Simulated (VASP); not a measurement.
# PbS: single point with pbesol exchange, lyp correlation

PbS, a slab with vacuum:

```xyz
4
Lattice="11.2983 0.0000 0.0000 0.0000 4.2501 0.0000 0.0000 0.0026 4.2501" Properties=species:S:1:pos:R:3 pbc="T T T"
Pb    7.0567    1.0927    3.2158
Pb    4.2416    3.2164    1.0907
S     6.9335    3.2493    1.1236
S     4.3648    1.1255    3.2486
```

| Quantity | Value |
| --- | --- |
| Program | VASP 6.6.1 |
| Task | single point |
| Functional | pbesol exchange, lyp correlation |
| Potentials or basis | VASP PAW PBE potentials, release 64 (Pb_d, S) |
| Cutoff | 500 eV |
| k mesh | 2 × 4 × 4 |
| Occupations | gaussian, width 0.01 eV |
| Spin | no spin polarisation |
| Dipole correction | no |
| Further INCAR settings | ALGO = Normal; EDIFF = 1e-06; NBANDS = 28 |

- Largest force: 0.051 eV/Å
- Band gap on the k mesh: 1.94 eV (least direct gap 2.03 eV)

Forces in eV/Å, atoms in the order of the input:
```
Pb   0.013 -0.001 -0.001
Pb  -0.013 -0.001 -0.001
S   -0.051  0.001  0.001
S    0.051  0.001  0.001
```

Levels at points of the mesh, in eV from the valence-band top:
| k point | band 17 | band 18 | band 19 | band 20 | band 21 | band 22 | band 23 | band 24 |
| --- | --- | --- | --- | --- | --- | --- | --- | --- |
| (0.00, 0.00, 0.00) | -2.28 | -1.22 | -1.22 | -0.14 | 2.15 | 3.56 | 5.15 | 5.33 |
| (0.50, 0.00, 0.00) | -2.28 | -1.22 | -1.22 | -0.14 | 1.94 | 4.57 | 4.92 | 5.15 |
| (0.00, 0.50, 0.00) | -0.86 | -0.86 | 0.00 | 0.00 | 2.03 | 2.03 | 3.08 | 3.08 |
| (0.50, 0.50, 0.00) | -0.86 | -0.86 | 0.00 | 0.00 | 2.03 | 2.03 | 3.08 | 3.08 |
| (0.00, 0.50, 0.50) | -2.54 | -2.54 | -1.25 | -1.24 | 4.15 | 4.15 | 5.23 | 5.23 |
| (0.50, 0.50, 0.50) | -2.54 | -2.54 | -1.25 | -1.24 | 4.11 | 4.12 | 5.18 | 5.19 |

Run time: 62 s on 1 thread of Intel(R) Xeon(R) Platinum 8488C (Sapphire Rapids), with other jobs on the host, peak memory 0.3 GiB.

Caveat: the PAW data sets were made with another functional, which shifts forces and pressure a little; spin-orbit coupling is left out, which moves the levels of the heavy elements.
